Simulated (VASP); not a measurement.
Crystal: Si4IrPd.

```
Si Pd Ir
1.0
     0.00000    3.44413    3.44413
     3.44413    0.00000    3.44413
     3.44413    3.44413    0.00000
Si Pd Ir
4 1 1
Direct
  0.87153 0.37616 0.37616
  0.37616 0.37616 0.37616
  0.37616 0.87153 0.37616
  0.37616 0.37616 0.87153
  0.00000 0.00000 0.00000
  0.75000 0.75000 0.75000
```

The cell was built from a structure type or drawn by symmetry, and may not be a known phase.

| Quantity | Value |
| --- | --- |
| Program | VASP 6.6.1 |
| Task | relaxation of cell and atoms |
| Functional | PBE |
| Potentials or basis | VASP PAW PBE potentials, release 64 (Si, Pd, Ir) |
| Cutoff | 500 eV |
| k mesh | 4 × 4 × 4 |
| Occupations | gaussian, width 0.2 eV |
| Spin | no spin polarisation |

At the start: pressure 6.9 GPa; volume 13.62 Å³/atom.

Where does the relaxation end?

Over 3 steps the energy falls by 13.7 meV/atom and the volume is 14.22 Å³/atom (+4.4 %); space group F-43m (No. 216, to 0.1 Å) before and after.

The path:
| step | energy change (eV) | largest force (eV/Å) | pressure (GPa) | volume (Å³) |
| --- | --- | --- | --- | --- |
| 1 | 0.0000 | 0.4265 | 6.90 | 81.71 |
| 2 | -0.0158 | 0.3458 | -5.11 | 88.84 |
| 3 | -0.0824 | 0.0252 | 0.01 | 85.31 |

Final structure:
```cif
data_structure
_symmetry_space_group_name_H-M 'P 1'
_symmetry_Int_Tables_number 1
_cell_length_a 4.9413
_cell_length_b 4.9413
_cell_length_c 4.9413
_cell_angle_alpha 60.000
_cell_angle_beta 60.000
_cell_angle_gamma 60.000
_cell_volume 85.31
loop_
_atom_site_label
_atom_site_type_symbol
_atom_site_fract_x
_atom_site_fract_y
_atom_site_fract_z
_atom_site_occupancy
Si1 Si 0.87425 0.37525 0.37525 1
Si2 Si 0.37525 0.37525 0.37525 1
Si3 Si 0.37525 0.87425 0.37525 1
Si4 Si 0.37525 0.37525 0.87425 1
Pd1 Pd 0.00000 0.00000 0.00000 1
Ir1 Ir 0.75000 0.75000 0.75000 1
```

Caveat: the k points lie up to 0.39 Å⁻¹ apart in the final cell, too coarse for converged energies and pressures of a metal.
